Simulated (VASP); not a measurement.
# C (P6/mmm) in VASP: further runs

The runs below take C through relaxation of shape and atoms at fixed volume, single point, with PBE+D3(BJ).

All numbers are computed with VASP 6.6.1; they aren't measurements. Logs are shortened: lines on timing, memory, paths and dates and some standing lists are left out, and cuts for length are marked.

### Step 1. The cell of the first run

It takes space group P6/mmm (No. 191, hexagonal). Conventional cell: a = 2.481 Å, b = 2.481 Å, c = 3.590 Å, α = 90.00°, β = 90.00°, γ = 120.00°. C (site symmetry -6m2) has 3 C at 1.43 Å within 1.9 Å.

### Step 2. Relaxation of shape and atoms at fixed volume, PBE+D3(BJ) (9.57 Å³/atom)

The input, INCAR:

```
SYSTEM = C
ALGO = Normal
EDIFF = 1E-6
EDIFFG = -0.001
ENCUT = 600
GGA = PE
IBRION = 2
ISIF = 4
ISMEAR = -1
IVDW = 12
LASPH = .TRUE.
LCHARG = .FALSE.
LREAL = .FALSE.
LWAVE = .FALSE.
NELM = 100
NSW = 80
PREC = Accurate
SIGMA = 0.15
```

The input, KPOINTS:

```
k-points
0
G
  18 18 12
  0 0 0
```

The input, POSCAR:

```
C
1.0
    2.4810744848      0.0000000000      0.0000000000
   -1.2405372424      2.1486735325      0.0000000000
    0.0000000000      0.0000000000      3.5901380357
C
2
Direct
    0.3333333333      0.6666666667      0.0000000000
    0.6666666667      0.3333333333      0.0000000000
```

Potentials or basis: VASP PAW PBE potentials, release 64 (C).

Started as:

```sh
> cat potpaw_PBE.64/C/POTCAR > POTCAR
> mpirun -np 1 vasp_std > vasp.out
```

OUTCAR:

```text
SYSTEM = C
   EDIFF = 1E-6
   EDIFFG = -0.001
   ENCUT = 600
   GGA = PE
   IBRION = 2
   ISIF = 4
   ISMEAR = -1
   IVDW = 12
   LASPH = .TRUE.
   LREAL = .FALSE.
   NELM = 100
   NSW = 80
   PREC = Accurate
 IVDW          = 12

 ion  position               nearest neighbor table
   1  0.333  0.667  0.000-   2 1.43   2 1.43   2 1.43
   2  0.667  0.333  0.000-   1 1.43   1 1.43   1 1.43

  LATTYP: Found a hexagonal cell.
 ALAT       =     2.4810744848
 C/A-ratio  =     1.4470093734

  Lattice vectors:

 A1 = (   2.4810744848,   0.0000000000,   0.0000000000)
 A2 = (  -1.2405372424,   2.1486735325,   0.0000000000)
 A3 = (   0.0000000000,   0.0000000000,   3.5901380357)

Analysis of symmetry for initial positions (statically):
=====================================================================
 Subroutine PRICEL returns:
 Original cell was already a primitive cell.

 Routine SETGRP: Setting up the symmetry group for a
 hexagonal supercell.

 Subroutine GETGRP returns: Found 24 space group operations
 (whereof 24 operations were pure point group operations)
 out of a pool of 24 trial point group operations.

The static configuration has the point symmetry D_6h.

Analysis of symmetry for dynamics (positions and initial velocities):
=====================================================================
 Subroutine PRICEL returns:
 Original cell was already a primitive cell.

 Routine SETGRP: Setting up the symmetry group for a
 hexagonal supercell.

 Subroutine GETGRP returns: Found 24 space group operations
 (whereof 24 operations were pure point group operations)
 out of a pool of 24 trial point group operations.

The dynamic configuration has the point symmetry D_6h.

 Subroutine INISYM returns: Found 24 space group operations
 (whereof 24 operations are pure point group operations),
 and found     1 'primitive' translations

----------------------------------------------------------------------------------------

                                     Primitive cell

  volume of cell :      19.1391

  direct lattice vectors                    reciprocal lattice vectors
     2.481074485  0.000000000  0.000000000     0.403051180  0.232701708  0.000000000
    -1.240537242  2.148673533  0.000000000     0.000000000  0.465403415  0.000000000
     0.000000000  0.000000000  3.590138036     0.000000000  0.000000000  0.278540822

  length of vectors
     2.481074485  2.481074485  3.590138036     0.465403415  0.465403415  0.278540822

  position of ions in fractional coordinates (direct lattice)
     0.333333333  0.666666667  0.000000000
     0.666666667  0.333333333  0.000000000

  ion indices of the primitive-cell ions
   primitive index   ion index
                 1           1
                 2           2

----------------------------------------------------------------------------------------

 KPOINTS: k-points

Automatic generation of k-mesh.
 Grid dimensions read from file:
 generate k-points for:   18   18   12

 Generating k-lattice:

  Cartesian coordinates                     Fractional coordinates (reciprocal lattice)
     0.022391732  0.012927873  0.000000000     0.055555556  0.000000000  0.000000000
     0.000000000  0.025855745  0.000000000     0.000000000  0.055555556  0.000000000
     0.000000000  0.000000000  0.023211735     0.000000000  0.000000000  0.083333333

  Length of vectors
     0.025855745  0.025855745  0.023211735

  Shift w.r.t. Gamma in fractional coordinates (k-lattice)
     0.000000000  0.000000000  0.000000000

 Subroutine IBZKPT returns following result:
 ===========================================

 Found    259 irreducible k-points:

 Following reciprocal coordinates:
            Coordinates               Weight
  0.000000  0.000000  0.000000      1.000000
  0.055556  0.000000  0.000000      6.000000
  0.111111  0.000000  0.000000      6.000000
  0.166667  0.000000  0.000000      6.000000
  0.222222  0.000000  0.000000      6.000000
  0.277778  0.000000  0.000000      6.000000
[... 16 lines left out ...]
  0.333333  0.111111  0.000000     12.000000
  0.388889  0.111111  0.000000     12.000000
 [... further k-points ...]
   k-points           NKPTS =    259   k-points in BZ     NKDIM =    259   number of bands    NBANDS=      8
   number of dos      NEDOS =    301   number of ions     NIONS =      2
   total plane-waves  NPLWV =  12000
   dimension x,y,z NGX =    20 NGY =   20 NGZ =   30
   dimension x,y,z NGXF=    40 NGYF=   40 NGZF=   60
   ions per type =               2
   NGX,Y,Z   is equivalent  to a cutoff of  13.40, 13.40, 13.89 a.u.
   NGXF,Y,Z  is equivalent  to a cutoff of  26.80, 26.80, 27.78 a.u.
 SYSTEM =  C
   PREC   = accura    normal or accurate (medium, high low for compatibility)
   ISTART =      0    job   : 0-new  1-cont  2-samecut
   ICHARG =      2    charge: 1-file 2-atom 10-const
   ISPIN  =      1    spin polarized calculation?
   LNONCOLLINEAR =      F non collinear calculations
   LSORBIT =      F    spin-orbit coupling
   LASPH  =      T    aspherical Exc in radial PAW
   ENCUT  =  600.0 eV  44.10 Ry    6.64 a.u.   4.96  4.96  7.17*2*pi/ulx,y,z
   NELM   =    100;   NELMIN=  2; NELMDL= -5     # of ELM steps
   EDIFF  = 0.1E-05   stopping-criterion for ELM
   LREAL  =      F    real-space projection
   EDIFFG = -.1E-02   stopping-criterion for IOM
   NSW    =     80    number of steps for IOM
   IBRION =      2    ionic relax: 0-MD 1-quasi-New 2-CG
   NFREE  =      1    steps in history (QN), initial steepest desc. (CG)
   ISIF   =      4    stress and relaxation
   ISYM   =      2    0-nonsym 1-usesym 2-fastsym
   POTIM  = 0.5000    time-step for ionic-motion
   TEBEG  =    0.0;   TEEND  =   0.0 temperature during run
   PSTRESS=    0.0 pullay stress
   NELECT =       8.0000    total number of electrons
   NUPDOWN=      -1.0000    fix difference up-down
   EMIN   =  10.00;   EMAX   =-10.00  energy-range for DOS
   EFERMI =   0.00;   METHOD = LEGACY
   ISMEAR =    -1;   SIGMA  =   0.15  broadening in eV -4-tet -1-fermi 0-gaus
   EFERMI_NEDOS =   21; number of points for ismear=-14 and -15
   IALGO  =     38    algorithm
   IMIX   =      4    mixing-type and parameters
     AMIX     =   0.40;   BMIX     =  1.00
     AMIX_MAG =   1.60;   BMIX_MAG =  1.00
  volume/ion in A,a.u.               =       9.57        64.58
  Fermi-wavevector in a.u.,A,eV,Ry     =   1.224046  2.313111 20.385450  1.498288
  Thomas-Fermi vector in A             =   2.359135
   LORBIT       =      0    0 simple, 1 ext, 2 COOP (PROOUT), +10 PAW based schemes
   GGA     = PE    functional components
   LHFCALC =     F    Hartree Fock is set to
   AEXX    =    0.0000 exact exchange contribution
   IVDW    =    12    specifies the selected vdW correction
   LEPSILON=     F    determine dielectric tensor
   LRPA    =     F    only Hartree local field effects (RPA)
 conjugate gradient relaxation of ions
 non-spin polarized calculation
  energy-cutoff  :      600.00
  volume of cell :       19.14
 maximum number of plane-waves:       657
 NGX is ok and might be reduce to    20
   NGX =  9   NGY =  9   NGZ = 15

--------------------------------------- Ionic step        1  -------------------------------------------

 number of electron       8.0000000 magnetization

 Free energy of the ion-electron system (eV)
  ---------------------------------------------------
  ext. energy  EPLUGINS =         0.00000000
  ---------------------------------------------------
  free energy    TOTEN  =       -18.43152868 eV

  energy without entropy =      -18.42849290  energy(sigma->0) =      -18.43001079

------------------------ aborting loop because EDIFF is reached ----------------------------------------

 Edisp (eV)   -0.28727

 E8    (eV) :    -0.0807

  FORCE on cell =-STRESS in cart. coord.  units (eV):
  Direction    XX          YY          ZZ          XY          YZ          ZX
  --------------------------------------------------------------------------------------
  -------------------------------------------------------------------------------------
  Total      -0.91164    -0.91164    -0.04648     0.00000    -0.00000     0.00000
  in kB     -76.31583   -76.31583    -3.89134     0.00000    -0.00000     0.00000
  external pressure =      -52.17 kB  Pullay stress =        0.00 kB
[... 97 lines left out ...]
  FREE ENERGIE OF THE ION-ELECTRON SYSTEM (eV)
  ---------------------------------------------------
  free  energy   TOTEN  =       -18.7237784955 eV

  energy  without entropy=      -18.7209362078  energy(sigma->0) =      -18.72235735

[... ionic steps 4 to 16 ...]

--------------------------------------- Ionic step       17  -------------------------------------------

 number of electron       7.9999999 magnetization

------------------------ aborting loop because EDIFF is reached ----------------------------------------

 Edisp (eV)   -0.28416

 E8    (eV) :    -0.0797
[... 69 lines left out ...]
  energy  without entropy=      -18.7209365348  energy(sigma->0) =      -18.72235759

--------------------------------------- Ionic step       19  -------------------------------------------

 number of electron       7.9999999 magnetization

 Free energy of the ion-electron system (eV)
  ---------------------------------------------------
  ext. energy  EPLUGINS =         0.00000000
  ---------------------------------------------------
  free energy    TOTEN  =       -18.43960306 eV

  energy without entropy =      -18.43676078  energy(sigma->0) =      -18.43818192

 E-fermi :   4.0115     XC(G=0):  -9.7625

 val. band max:        4.0050701804   @ k =   0.3333   0.3333   0.2500
 cond. band min:       4.2166064994   @ k =   0.3333   0.3333   0.1667
 fundamental gap:      0.2115363190
 Fermi energy:         4.0114634896

 k-point     1 :       0.0000    0.0000    0.0000
  band No.  band energies     occupation
      1     -15.5700      2.00000
      2      -2.9107      2.00000
      3       0.9741      2.00000
      4       0.9741      2.00000
      5       7.7529      0.00000
      6      12.2999      0.00000
      7      12.2999      0.00000
      8      15.5415      0.00000
[... 243 lines left out ...]
 k-point    24 :       0.3889    0.1111    0.0000
  band No.  band energies     occupation
      1     -10.8676      2.00000
      2      -8.2251      2.00000
      3      -3.2333      2.00000
      4       1.9783      2.00000
      5       6.6729      0.00000
      6      12.5151      0.00000
      7      13.8228      0.00000
      8      16.6578      0.00000

 [... further k-points ...]

------------------------ aborting loop because EDIFF is reached ----------------------------------------

 Edisp (eV)   -0.28418

 E8    (eV) :    -0.0797

  FORCE on cell =-STRESS in cart. coord.  units (eV):
  Direction    XX          YY          ZZ          XY          YZ          ZX
  --------------------------------------------------------------------------------------
  -------------------------------------------------------------------------------------
  Total      -0.09257    -0.09257    -0.09481     0.00000     0.00000     0.00000
  in kB      -7.74964    -7.74964    -7.93713     0.00000     0.00000     0.00000
  external pressure =       -7.81 kB  Pullay stress =        0.00 kB
[... 17 lines left out ...]
  FREE ENERGIE OF THE ION-ELECTRON SYSTEM (eV)
  ---------------------------------------------------
  free  energy   TOTEN  =       -18.7237785156 eV

  energy  without entropy=      -18.7209362365  energy(sigma->0) =      -18.72235738

 reached required accuracy - stopping structural energy minimisation
```

Run time: 2.4 min. Hardware: 1 thread of Intel Xeon Platinum 8259CL at 2.50GHz (Skylake/Cascade Lake), shared host; peak memory 0.17 GiB.

Results:

- Free energy: -18.7238 eV
- Energy gained by relaxing: 2.5 meV/atom
- Ionic steps: 19
- Pressure after relaxing: -0.8 GPa
- Band gap on the k mesh: zero (bands 4 and 5 overlap by 0.83 eV)
- Dispersion energy per atom: -0.142 eV

Step by step:
```
step  energy change (eV)  largest force (eV/Å)  pressure (GPa)  volume (Å³)
   1              0.0000                0.0000           -5.22        19.14
   2             -0.0048                0.0000            0.15        19.14
   3             -0.0050                0.0000           -0.76        19.14
   4             -0.0050                0.0000           -0.86        19.14
   5             -0.0050                0.0000           -0.87        19.14
   6             -0.0050                0.0000           -0.86        19.14
   7             -0.0050                0.0000           -0.86        19.14
   8             -0.0050                0.0000           -0.86        19.14
   9             -0.0050                0.0000           -0.86        19.14
  10             -0.0050                0.0000           -0.86        19.14
  11             -0.0050                0.0000           -0.86        19.14
  12             -0.0050                0.0000           -0.85        19.14
  13             -0.0050                0.0000           -0.84        19.14
  14             -0.0050                0.0000           -0.81        19.14
  15             -0.0050                0.0000           -0.76        19.14
  16             -0.0050                0.0000           -0.71        19.14
  17             -0.0050                0.0000           -0.77        19.14
  18             -0.0050                0.0000           -0.78        19.14
  19             -0.0050                0.0000           -0.78        19.14
```

Final structure:
```
CELL_PARAMETERS angstrom
2.46682 0.00000 0.00000
-1.23341 2.13633 0.00000
0.00000 0.00000 3.63176
ATOMIC_POSITIONS crystal
C 0.33333 0.66667 0.00000
C 0.66667 0.33333 0.00000
```

Levels at points of the mesh, in eV from the Fermi level:
| k point | band 1 | band 2 | band 3 | band 4 | band 5 | band 6 | band 7 | band 8 |
| --- | --- | --- | --- | --- | --- | --- | --- | --- |
| (0.00, 0.00, 0.00) | -19.58 | -6.92 | -3.04 | -3.04 | 3.74 | 8.29 | 8.29 | 11.53 |
| (0.50, 0.00, 0.00) | -14.32 | -13.27 | -6.42 | -1.89 | 2.30 | 7.26 | 10.87 | 11.17 |
| (0.00, 0.00, 0.50) | -19.42 | -8.22 | -3.02 | -3.02 | 8.34 | 8.34 | 8.86 | 11.31 |
| (0.50, 0.00, 0.50) | -14.21 | -13.17 | -6.39 | -2.79 | 1.12 | 7.47 | 13.05 | 15.89 |

(Part 1 of 2 ends here.)
